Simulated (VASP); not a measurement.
TiC: single point with PBEsol

The system is TiC.

```xyz
2
Lattice="0.0000 2.4097 1.7037 2.4097 0.0000 1.7037 2.4097 2.4097 0.0000" Properties=species:S:1:pos:R:3 pbc="T T T"
Ti    0.0000    0.0000    0.0000
C     2.4097    2.4097    1.7037
```

This cell differs from its parent crystal: ratio of the length along z to the lengths across it x 0.707, volume and fractional coordinates fixed.

| Item | Value |
| --- | --- |
| Program | VASP 6.6.1 |
| Task | single point |
| Functional | PBEsol |
| Potentials or basis | VASP PAW PBE potentials, release 64 (Ti_sv, C) |
| Cutoff | 520 eV |
| k mesh | 26 × 26 × 26 |
| Occupations | gaussian, width 0.15 eV |
| Spin | no spin polarisation |
| Dipole correction | no |
| Further INCAR settings | ALGO = Normal; EDIFF = 1e-06; NBANDS = 15 |

The pressure is 57.2 GPa and the band gap on the k mesh is zero (bands 8 and 9 overlap by 2.77 eV).

Stress tensor (GPa, compression positive):
```
-26.43   0.00   0.00
  0.00 -26.43   0.00
  0.00   0.00 224.32
```

Levels at points of the mesh, in eV from the Fermi level:
| k point | band 6 | band 7 | band 8 | band 9 | band 10 | band 11 |
| --- | --- | --- | --- | --- | --- | --- |
| (0.00, 0.00, 0.00) | -0.11 | 0.21 | 0.21 | 0.42 | 0.80 | 0.80 |
| (0.50, 0.00, 0.00) | -6.28 | -4.34 | -4.25 | 2.31 | 3.73 | 5.83 |
| (0.50, 0.50, 0.00) | -2.31 | -1.89 | -1.89 | 0.60 | 3.23 | 3.23 |
| (0.50, 0.00, 0.50) | -4.64 | -1.12 | 0.33 | 1.32 | 2.62 | 2.81 |

It took 4.6 min on 1 thread of Intel(R) Xeon(R) Platinum 8488C (Sapphire Rapids), on a shared host, peak memory 0.49 GiB.

Caveat: the stress differs along the axes, from -26 to 224 GPa; the PAW data sets were made with another functional, which shifts forces and pressure a little.
